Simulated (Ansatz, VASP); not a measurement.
**Two plane-wave programs on BaTe**

The input INCAR:

```
PREC = Accurate ; ENCUT = 520
EDIFF = 1E-6 ; ISMEAR = 0
SIGMA = 0.01 ; LREAL = F
LASPH = T ; NELM = 100
ALGO = Normal ; ISIF = 2
LWAVE = F ; LCHARG = T
GGA = PE ; LELF = T
LVHAR = T ; NBANDS = 15
```

File KPOINTS:

```
regular mesh
0
Gamma
  6 6 6
```

The input POSCAR:

```
BaTe
1.0
    0.0000000000      3.8746190144      3.8746190144
    3.8746190144      0.0000000000      3.8746190144
    3.8746190144      3.8746190144      0.0000000000
Ba Te
1 1
Direct
    0.0000000000      0.0000000000      0.0000000000
    0.2500000000      0.2500000000      0.2500000000
```

Input for Ansatz:

```yaml
crystal:
  lattice:
    - [0.0, 3.8746190144, 3.8746190144]
    - [3.8746190144, 0.0, 3.8746190144]
    - [3.8746190144, 3.8746190144, 0.0]
  atoms:
    - { symbol: Ba, position: [0.0, 0.0, 0.0] }
    - { symbol: Te, position: [0.25, 0.25, 0.25] }
kpoints:
  mp_grid: { grid: [6, 6, 6] }
hamiltonian:
  xc: pbe
scf:
  occupations: { method: fixed }
  n_extra_bands: 4
output:
  forces: true
  stress: true
  eigenvalues: true
```

Alike in both runs: task single point; functional PBE; k mesh 6 × 6 × 6; no spin polarisation.

|  | VASP | Ansatz |
| --- | --- | --- |
| version | VASP 6.6.1 | Ansatz 0.2.0 |
| potentials or method | VASP PAW PBE potentials, release 64 (Ba_sv, Te) | plane waves, PAW |
| plane-wave cutoff (eV) | 520 | 420 |
| occupations | gaussian, width 0.01 eV | fixed |
| valence electrons in the cell | 16 | 26 |

Ansatz gave:

| Property | Result |
| --- | --- |
| gap on the k mesh at the Fermi level (eV) | 2.61 |
| pressure (GPa) | 0.6 |

Task: Which values does VASP return?

Result: gap on the k mesh at the Fermi level (eV): 2.62; pressure (GPa): 0.8.

VASP's potentials hold 16 valence electrons a cell and Ansatz's 26, so a difference there can come from the potentials and not from the codes.

Neither program's run includes spin-orbit coupling.
